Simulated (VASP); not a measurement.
Here is a VASP 6.6.1 calculation.

The input POSCAR:

```
Ge
1.0
   -2.4449470096      2.5967485709      1.4076133202
    2.4449470096     -2.5967485709      1.4076133202
    2.4449470096      2.5967485709     -1.4076133202
Ge
2
Direct
    0.1859430000      0.9359430000      0.2500000000
    0.8140570000      0.0640570000      0.7500000000
```

INCAR.step1

```
SYSTEM = Ge
PREC     = Accurate       ! precision mode
ENCUT    = 520            ! plane-wave cutoff, eV
ISMEAR   = -1             ! smearing method
SIGMA    = 0.1            ! smearing width, eV
LREAL    = .FALSE.        ! projectors in reciprocal space
LASPH    = .TRUE.         ! aspherical terms in the spheres
NELM     = 60             ! most SCF steps
NBANDS   = 21             ! bands
GGA      = PE             ! functional
ALGO     = Normal         ! electronic algorithm
EDIFF    = 1E-4           ! SCF threshold, eV
LWAVE    = .TRUE.         ! write WAVECAR
LCHARG   = .FALSE.        ! write CHGCAR
```

The input INCAR.step2:

```
SYSTEM = Ge
PREC     = Accurate       ! precision mode
ENCUT    = 520            ! plane-wave cutoff, eV
EDIFF    = 1E-7           ! SCF threshold, eV
ISMEAR   = -1             ! smearing method
SIGMA    = 0.1            ! smearing width, eV
LREAL    = .FALSE.        ! projectors in reciprocal space
LASPH    = .TRUE.         ! aspherical terms in the spheres
NELM     = 60             ! most SCF steps
ALGO     = Normal         ! electronic algorithm
ISIF     = 2              ! what is computed and relaxed
LWAVE    = .FALSE.        ! write WAVECAR
LCHARG   = .FALSE.        ! write CHGCAR
METAGGA  = R2SCAN         ! meta-GGA
LMIXTAU  = .TRUE.       
NBANDS   = 21             ! bands
ISTART   = 1
```

File KPOINTS:

```
regular mesh
0
G
  11 11 11
  0 0 0
```

Potentials or basis: VASP PAW PBE potentials, release 64 (Ge_d).

Launch:

```sh
$ cat potpaw_PBE.64/Ge_d/POTCAR > POTCAR
$ cp INCAR.step1 INCAR
$ mpirun -np 1 vasp_std > vasp.out
$ cp INCAR.step2 INCAR
$ mpirun -np 1 vasp_std > vasp.out
```

Q: Estimate the pressure.

A: 3.6 GPa.

Q: What does it give for the largest force?

A: 0.074 eV/Å.

Stress tensor (GPa, compression positive):
```
4.80 0.00 0.00
0.00 2.65 0.00
0.00 0.00 3.48
```

Caveat: the cell stands under pressure; the PAW data sets were made with another functional, which shifts forces and pressure a little.
